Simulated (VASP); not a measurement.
# LiF (Fm-3m) in VASP: a series of runs

The runs below take LiF through vibrations by perturbation theory, elastic constants, with PBE.

Everything below comes from runs of VASP 6.6.1. Logs are shortened: lines on timing, memory, paths and dates and some standing lists are left out, and cuts for length are marked.

## Step 1: The cell of the first run

Symmetry: Fm-3m, No. 225, cubic system. The conventional cell has a = 4.068 Å, b = 4.068 Å, c = 4.068 Å, α = 90.00°, β = 90.00°, γ = 90.00°. Li (site symmetry m-3m) has 6 F at 2.03 Å within 2.7 Å. Within 2.7 Å of F (site symmetry m-3m) lie 6 Li at 2.03 Å.

## Step 2: Vibrations by perturbation theory, PBE

The input, INCAR:

```
PREC     = Accurate       # precision mode
ENCUT    = 520            # plane-wave cutoff, eV
EDIFF    = 1E-8           # SCF threshold, eV
ISMEAR   = 0              # smearing method
SIGMA    = 0.01           # smearing width, eV
LREAL    = F              # projectors in reciprocal space
LASPH    = T              # aspherical terms in the spheres
NELM     = 100            # most SCF steps
ALGO     = Normal         # electronic algorithm
ISIF     = 2              # what is computed and relaxed
LWAVE    = F              # write WAVECAR
LCHARG   = T              # write CHGCAR
GGA      = PE             # functional
IBRION   = 8              # ionic algorithm
NSW      = 1              # ionic steps
LEPSILON = T              # dielectric tensor by DFPT
```

The input, KPOINTS:

```
regular mesh
0
Gamma
  12 12 12
```

The input, POSCAR:

```
LiF
1.0
    0.0000000000      2.0340611368      2.0340611368
    2.0340611368      0.0000000000      2.0340611368
    2.0340611368      2.0340611368      0.0000000000
Li F
1 1
Direct
    0.5000000000      0.5000000000      0.5000000000
    0.0000000000      0.0000000000      0.0000000000
```

Potentials or basis: VASP PAW PBE potentials, release 64 (Li_sv, F).

Started as:

```bash
$ cat potpaw_PBE.64/Li_sv/POTCAR potpaw_PBE.64/F/POTCAR > POTCAR
$ mpirun -np 1 vasp_std > vasp.out
```

OUTCAR:

```text
PREC = Accurate
   ENCUT = 520
   EDIFF = 1E-8
   ISMEAR = 0
   LREAL = F
   LASPH = T
   NELM = 100
   ISIF = 2
   GGA = PE
   IBRION = 8
   NSW = 1
   LEPSILON = T

 ion  position               nearest neighbor table
   1  0.500  0.500  0.500-   2 2.03   2 2.03   2 2.03   2 2.03   2 2.03   2 2.03
   2  0.000  0.000  0.000-   1 2.03   1 2.03   1 2.03   1 2.03   1 2.03   1 2.03

  LATTYP: Found a face centered cubic cell.
 ALAT       =     4.0681222736

  Lattice vectors:

 A1 = (   0.0000000000,   2.0340611368,   2.0340611368)
 A2 = (   2.0340611368,   0.0000000000,   2.0340611368)
 A3 = (   2.0340611368,   2.0340611368,   0.0000000000)

Analysis of symmetry for initial positions (statically):
=====================================================================
 Subroutine PRICEL returns:
 Original cell was already a primitive cell.

 Routine SETGRP: Setting up the symmetry group for a
 face centered cubic supercell.

 Subroutine GETGRP returns: Found 48 space group operations
 (whereof 48 operations were pure point group operations)
 out of a pool of 48 trial point group operations.

The static configuration has the point symmetry O_h .

Analysis of symmetry for dynamics (positions and initial velocities):
=====================================================================
 Subroutine PRICEL returns:
 Original cell was already a primitive cell.

 Routine SETGRP: Setting up the symmetry group for a
 face centered cubic supercell.

 Subroutine GETGRP returns: Found 48 space group operations
 (whereof 48 operations were pure point group operations)
 out of a pool of 48 trial point group operations.

The dynamic configuration has the point symmetry O_h .

 Subroutine INISYM returns: Found 48 space group operations
 (whereof 48 operations are pure point group operations),
 and found     1 'primitive' translations

----------------------------------------------------------------------------------------

                                     Primitive cell

  volume of cell :      16.8315

  direct lattice vectors                    reciprocal lattice vectors
     0.000000000  2.034061137  2.034061137    -0.245813654  0.245813654  0.245813654
     2.034061137  0.000000000  2.034061137     0.245813654 -0.245813654  0.245813654
     2.034061137  2.034061137  0.000000000     0.245813654  0.245813654 -0.245813654

  length of vectors
     2.876596846  2.876596846  2.876596846     0.425761737  0.425761737  0.425761737

  position of ions in fractional coordinates (direct lattice)
     0.500000000  0.500000000  0.500000000
     0.000000000  0.000000000  0.000000000

  ion indices of the primitive-cell ions
   primitive index   ion index
                 1           1
                 2           2

----------------------------------------------------------------------------------------

 KPOINTS: regular mesh

Automatic generation of k-mesh.
 Grid dimensions read from file:
 generate k-points for:   12   12   12

 Generating k-lattice:

  Cartesian coordinates                     Fractional coordinates (reciprocal lattice)
    -0.020484471  0.020484471  0.020484471     0.083333333  0.000000000  0.000000000
[... 440 lines left out ...]
  ---------------------------------------------------
  free energy    TOTEN  =        -0.05383785 eV

  energy without entropy =       -0.05383785

------------------------ aborting loop because EDIFF is reached ----------------------------------------

--------------------------------------- Ionic step        2  -------------------------------------------

------------------------ aborting loop because EDIFF is reached ----------------------------------------

--------------------------------------- Ionic step        3  -------------------------------------------

------------------------ aborting loop because EDIFF is reached ----------------------------------------

 PIEZOELECTRIC TENSOR FIELD DIRECTION 3  (e Angst)
 -----------------------------------------------------------------------------
    -0.00018  0.00000  0.00000           ( -0.00001  0.00000  0.00000)
     0.00000 -0.00018 -0.00000           (  0.00000 -0.00001  0.00000)
     0.00000 -0.00000 -0.00007           (  0.00000  0.00000 -0.00001)

 PIEZOELECTRIC TENSOR FIELD DIRECTION 3  (C/m^2)
 -----------------------------------------------------------------------------
    -0.00017  0.00000  0.00000
     0.00000 -0.00017 -0.00000
     0.00000 -0.00000 -0.00007

--------------------------------------- Ionic step        4  -------------------------------------------

------------------------ aborting loop because EDIFF is reached ----------------------------------------

[... ionic steps 5 to 6 ...]

--------------------------------------- Ionic step        7  -------------------------------------------

 Free energy of the ion-electron system (eV)
  ---------------------------------------------------
  ---------------------------------------------------
  free energy    TOTEN  =        -0.52284371 eV

  energy without entropy =       -0.52284371

------------------------ aborting loop because EDIFF is reached ----------------------------------------

 INTERNAL STRAIN TENSOR  FOR ION    2  DIRECTION 1   (eV/Angst):
 -----------------------------------------------------------------------------
     0.00575  0.00000  0.00000
     0.00000  0.00491  0.00000
    -0.00000  0.00000  0.00491

 MACROSCOPIC STATIC DIELECTRIC TENSOR (including local field effects in DFT)
 ------------------------------------------------------
           2.048180    -0.000000     0.000000
           0.000000     2.048180     0.000000
           0.000000    -0.000000     2.048180
 ------------------------------------------------------

 PIEZOELECTRIC TENSOR (including local field effects)  for field in x, y, z        (e  Angst)
          XX          YY          ZZ          XY          YZ          ZX
  --------------------------------------------------------------------------------
  x     0.00000     0.00000     0.00000     0.00000     0.00000     0.00000
  y     0.00000     0.00000     0.00000     0.00000     0.00000     0.00000
  z     0.00000     0.00000     0.00000     0.00000     0.00000     0.00000

 PIEZOELECTRIC TENSOR (including local field effects)  for field in x, y, z        (C/m^2)
          XX          YY          ZZ          XY          YZ          ZX
  --------------------------------------------------------------------------------
  x     0.00000     0.00000     0.00000     0.00000     0.00000     0.00000
  y     0.00000     0.00000     0.00000     0.00000     0.00000     0.00000
  z     0.00000     0.00000     0.00000     0.00000     0.00000     0.00000

 BORN EFFECTIVE CHARGES (including local field effects) (in |e|, cummulative output)
 ---------------------------------------------------------------------------------
 ion    1
    1     1.05361    -0.00000     0.00000
    2     0.00000     1.05361     0.00000
    3     0.00000     0.00000     1.05361
 ion    2
    1    -1.05361     0.00000     0.00000
    2    -0.00000    -1.05361     0.00000
    3     0.00000     0.00000    -1.05361

 INTERNAL STRAIN TENSOR FOR ION    2 for displacements in x,y,z  (eV/Angst):
          X           Y           Z          XY          YZ          ZX
  --------------------------------------------------------------------------------
  x     0.00000     0.00000     0.00000     0.00000     0.00000     0.00000
  y     0.00000     0.00000     0.00000     0.00000     0.00000     0.00000
  z     0.00000     0.00000     0.00000     0.00000     0.00000     0.00000

 SECOND DERIVATIVES (NOT SYMMETRIZED)
 ------------------------------------
               1X          1Y          1Z          2X          2Y          2Z
  1X    -1.397236    0.000000    0.000000    1.397236    0.000000    0.000000
  1Y     0.000000   -1.397236    0.000000    0.000000    1.397236    0.000000
  1Z     0.000000    0.000000   -1.397236    0.000000    0.000000    1.397236
  2X     1.377757    0.000000    0.000000   -1.377757    0.000000    0.000000
  2Y     0.000000    1.377757    0.000000    0.000000   -1.377757    0.000000
  2Z     0.000000    0.000000    1.377757    0.000000    0.000000   -1.377757

 Eigenvectors and eigenvalues of the dynamical matrix
 ----------------------------------------------------

   1 f  =    8.150998 THz    51.214232 2PiTHz  271.888034 cm-1    33.709805 meV
             X         Y         Z           dx          dy          dz
      2.034061  2.034061  2.034061     0.000000    0.856282    0.000000
      0.000000  0.000000  0.000000     0.000000   -0.516509    0.000000
[... 21 lines left out ...]
   6 f/i=    0.025306 THz     0.159002 2PiTHz    0.844118 cm-1     0.104657 meV
             X         Y         Z           dx          dy          dz
      2.034061  2.034061  2.034061     0.000000    0.000000   -0.516509
      0.000000  0.000000  0.000000     0.000000    0.000000   -0.856282

--------------------------------------------------------------------------------------------------------

 MACROSCOPIC STATIC DIELECTRIC TENSOR IONIC CONTRIBUTION
 ------------------------------------------------------
           8.601211     0.000000     0.000000
           0.000000     8.601211     0.000000
           0.000000     0.000000     8.601211
 ------------------------------------------------------

 ELASTIC MODULI CONTR FROM IONIC RELAXATION (kBar)
 Direction    XX          YY          ZZ          XY          YZ          ZX
 --------------------------------------------------------------------------------
 XX           0.0000      0.0000      0.0000      0.0000      0.0000      0.0000
 YY           0.0000      0.0000      0.0000      0.0000      0.0000      0.0000
 ZZ           0.0000      0.0000      0.0000      0.0000      0.0000      0.0000
 XY           0.0000      0.0000      0.0000      0.0000      0.0000      0.0000
 YZ           0.0000      0.0000      0.0000      0.0000      0.0000      0.0000
 ZX           0.0000      0.0000      0.0000      0.0000      0.0000      0.0000
 --------------------------------------------------------------------------------

 PIEZOELECTRIC TENSOR IONIC CONTR  for field in x, y, z        (C/m^2)
          XX          YY          ZZ          XY          YZ          ZX
  --------------------------------------------------------------------------------
  x     0.00000     0.00000     0.00000     0.00000     0.00000     0.00000
  y     0.00000     0.00000     0.00000     0.00000     0.00000     0.00000
  z     0.00000     0.00000     0.00000     0.00000     0.00000     0.00000
```

It took 3.7 min on 1 thread of Intel Xeon Platinum 8259CL at 2.50GHz (Skylake/Cascade Lake), shared host; peak memory 0.19 GiB.

Results:

```yaml
Electronic_dielectric_tensor_diagonal: 2.05
Born_charges_mean_of_the_diagonal: Li +1.05; F -1.05 e
Highest_phonon_frequency_at_Γ_LO-TO_splitting_left_out: 272 cm⁻¹
```

Phonon frequencies in cm⁻¹ (negative: imaginary):
```
              q point           frequencies
(0.000, 0.000, 0.000)  -1 -1 -1 272 272 272
```

Electronic dielectric tensor:
```
2.05 0.00 0.00
0.00 2.05 0.00
0.00 0.00 2.05
```

Born effective charge tensors (e):
atom 1, Li
```
1.05 0.00 0.00
0.00 1.05 0.00
0.00 0.00 1.05
```
atom 2, F
```
-1.05  0.00  0.00
 0.00 -1.05  0.00
 0.00  0.00 -1.05
```

Caveat: the cutoff is under 1.25 times the usual one of these potentials, so pressure, stress and relaxed cells hold a basis-set (Pulay) error.

## Step 3: Elastic constants, PBE

The input, INCAR:

```
PREC = Accurate
ENCUT = 600
EDIFF = 1E-8
ISMEAR = 0
SIGMA = 0.01
LREAL = F
LASPH = T
NELM = 80
ALGO = Normal
ISIF = 3
LWAVE = F
LCHARG = F
GGA = PE
NBANDS = 12
IBRION = 6
NFREE = 2
POTIM = 0.015
NSW = 1
```

KPOINTS is that of step 2.

POSCAR is that of step 2.

Potentials or basis: VASP PAW PBE potentials, release 64 (Li_sv, F).

Started as:

```bash
$ cat potpaw_PBE.64/Li_sv/POTCAR potpaw_PBE.64/F/POTCAR > POTCAR
$ mpirun -np 1 vasp_std > vasp.out
```

It took 13 min on 1 thread of AMD EPYC 7R13 (Zen 3), shared host; peak memory 0.26 GiB.

It converged, with:

```
Elastic constants C11, C12, C44                         : 107, 44, 59 GPa
Voigt bulk modulus                                      : 65 GPa
Highest phonon frequency at Γ, LO-TO splitting left out : 272 cm⁻¹
```

Phonon frequencies in cm⁻¹ (negative: imaginary):
```csv
q point,frequencies
"(0.000, 0.000, 0.000)",-1 -1 -1 272 272 272
```

Elastic tensor in Voigt notation (GPa, in the Cartesian axes of the cell as first typed):
```
107  44  44   0   0   0
 44 107  44   0   0   0
 44  44 107   0   0   0
  0   0   0  59   0   0
  0   0   0   0  59   0
  0   0   0   0   0  59
```

Clamped-ion elastic tensor (GPa):
```
107  44  44   0   0   0
 44 107  44   0   0   0
 44  44 107   0   0   0
  0   0   0  59   0   0
  0   0   0   0  59   0
  0   0   0   0   0  59
```

Caveat: the cutoff is under 1.25 times the usual one of these potentials, so pressure, stress and relaxed cells hold a basis-set (Pulay) error.
